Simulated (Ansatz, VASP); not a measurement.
# VMo3S8 in VASP and in Ansatz

INCAR

```
ALGO = Normal
EDIFF = 1E-6
ENCUT = 520
GGA = PE
ISIF = 2
ISMEAR = 0
LASPH = T
LCHARG = T
LELF = T
LREAL = F
LVHAR = T
LWAVE = F
NBANDS = 64
NELM = 60
PREC = Accurate
SIGMA = 0.2
```

The input KPOINTS:

```
k-points
0
Gamma
  6 6 1
```

The input POSCAR:

```
VMo3S8
1.0
    3.1901146296      0.0000000000      0.0000000000
   -1.5950573148      2.7627203102      0.0000000000
    0.0000000000      0.0000000000     27.2541459747
V Mo S
1 3 8
Direct
    0.0000000000      0.0000000000      0.0000000000
    0.0000000000      0.0000000000      0.2489445963
    0.0000000000      0.0000000000      0.5000000000
    0.0000000000      0.0000000000      0.7510554037
    0.6666666667      0.3333333333      0.1908030758
    0.6666666667      0.3333333333      0.4418206086
    0.6666666667      0.3333333333      0.6928720169
    0.6666666667      0.3333333333      0.9462705291
    0.3333333333      0.6666666667      0.0537294709
    0.3333333333      0.6666666667      0.3071279831
    0.3333333333      0.6666666667      0.5581793914
    0.3333333333      0.6666666667      0.8091969242
```

Input for Ansatz:

```yaml
crystal:
  lattice:
    - [3.1901146296, 0.0, 0.0]
    - [-1.5950573148, 2.7627203102, 0.0]
    - [0.0, 0.0, 27.2541459747]
  atoms:
    - { symbol: V, position: [0.0, 0.0, 0.0] }
    - { symbol: Mo, position: [0.0, 0.0, 0.2489445963] }
    - { symbol: Mo, position: [0.0, 0.0, 0.5] }
    - { symbol: Mo, position: [0.0, 0.0, 0.7510554037] }
    - { symbol: S, position: [0.6666666667, 0.3333333333, 0.1908030758] }
    - { symbol: S, position: [0.6666666667, 0.3333333333, 0.4418206086] }
    - { symbol: S, position: [0.6666666667, 0.3333333333, 0.6928720169] }
    - { symbol: S, position: [0.6666666667, 0.3333333333, 0.9462705291] }
    - { symbol: S, position: [0.3333333333, 0.6666666667, 0.0537294709] }
    - { symbol: S, position: [0.3333333333, 0.6666666667, 0.3071279831] }
    - { symbol: S, position: [0.3333333333, 0.6666666667, 0.5581793914] }
    - { symbol: S, position: [0.3333333333, 0.6666666667, 0.8091969242] }
basis:
  ecutwfc: 420
kpoints:
  mp_grid: { grid: [6, 6, 1] }
hamiltonian:
  xc: pbe
scf:
  occupations: { method: gaussian, width: 0.2 }
  lower_state_search: "off"
output:
  forces: true
  stress: true
  eigenvalues: true
```

Alike in both runs: task single point; functional PBE; k mesh 6 × 6 × 1; occupations gaussian, width 0.2 eV; no spin polarisation.

|  | VASP | Ansatz |
| --- | --- | --- |
| version | VASP 6.6.1 | Ansatz 0.2.0 |
| potentials or method | VASP PAW PBE potentials, release 64 (V_sv, Mo_sv, S), cutoff 520 eV | scalar-relativistic, plane waves, PAW |
| valence electrons in the cell | 103 | 103 |

```csv
,VASP,Ansatz,Ansatz less VASP
gap on the k mesh at the Fermi level (eV),none,none,-
pressure (GPa),-0.2,0.0,+0.21
"traceless stress, the component that is largest in VASP (GPa)",-0.08,-0.02,+0.057
rms of the force components (eV/Å),0.016,0.013,-0.0035
```

Atom by atom the forces differ by 0.004 eV/Å (rms over components). A gap of «none» marks a metal or a gap that the smearing closes. The functional is the same, so the differences come from potentials, cutoffs and numerics.

The k mesh is coarse, so the values compare programs but aren't converged.
